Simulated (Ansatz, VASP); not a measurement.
## One calculation of In, two programs

INCAR

```
SYSTEM = In
PREC     = Accurate       ! precision mode
ENCUT    = 520            ! plane-wave cutoff, eV
EDIFF    = 1E-6           ! SCF threshold, eV
ISMEAR   = -1             ! smearing method
SIGMA    = 0.05           ! smearing width, eV
LREAL    = .FALSE.        ! projectors in reciprocal space
LASPH    = .TRUE.         ! aspherical terms in the spheres
NELM     = 60             ! most SCF steps
ALGO     = Normal         ! electronic algorithm
ISIF     = 2              ! what is computed and relaxed
LWAVE    = .FALSE.        ! write WAVECAR
LCHARG   = .FALSE.        ! write CHGCAR
GGA      = PS             ! functional
NBANDS   = 12             ! bands
```

The input KPOINTS:

```
regular mesh
0
G
  10 10 10
  0 0 0
```

Contents of POSCAR:

```
In
1.0
   -1.5929606000      1.5929606000      2.4737000000
    1.5929606000     -1.5929606000      2.4737000000
    1.5929606000      1.5929606000     -2.4737000000
In
1
Direct
    0.0000000000      0.0000000000      0.0000000000
```

File input.yaml:

```yaml
crystal:
  lattice:
    - [-1.5929606, 1.5929606, 2.4737]
    - [1.5929606, -1.5929606, 2.4737]
    - [1.5929606, 1.5929606, -2.4737]
  atoms:
    - { symbol: In, position: [0.0, 0.0, 0.0] }
hamiltonian:
  xc: pbesol
  pseudopotentials: { kind: paw }
kpoints:
  mp_grid: { grid: [10, 10, 10] }
scf:
  occupations: { method: fermi_dirac, width: 0.05 }
output:
  forces: true
  stress: true
  eigenvalues: true
  write_density: true
  write_potential: true
  elf: true
  volumetric_format: npy
```

Alike in both runs: task single point; functional PBEsol; k mesh 10 × 10 × 10; occupations fermi-dirac, width 0.05 eV; no spin polarisation.

|  | VASP | Ansatz |
| --- | --- | --- |
| version | VASP 6.6.1 | Ansatz 0.2.0 |
| potentials or method | VASP PAW PBE potentials, release 64 (In_d) | Ansatz PAW |
| plane-wave cutoff (eV) | 520 | 420 |
| valence electrons in the cell | 13 | 13 |

```csv
,VASP,Ansatz,Ansatz less VASP
gap on the k mesh at the Fermi level (eV),none,none,-
pressure (GPa),0.8,0.8,+0.01
"traceless stress, the component that is largest in VASP (GPa)",-1.51,-1.50,+0.006
```

VASP's potentials were made for PBE, not for PBEsol. A gap of «none» marks a metal or a gap that the smearing closes. The functional is the same, so the differences come from potentials, cutoffs and numerics.
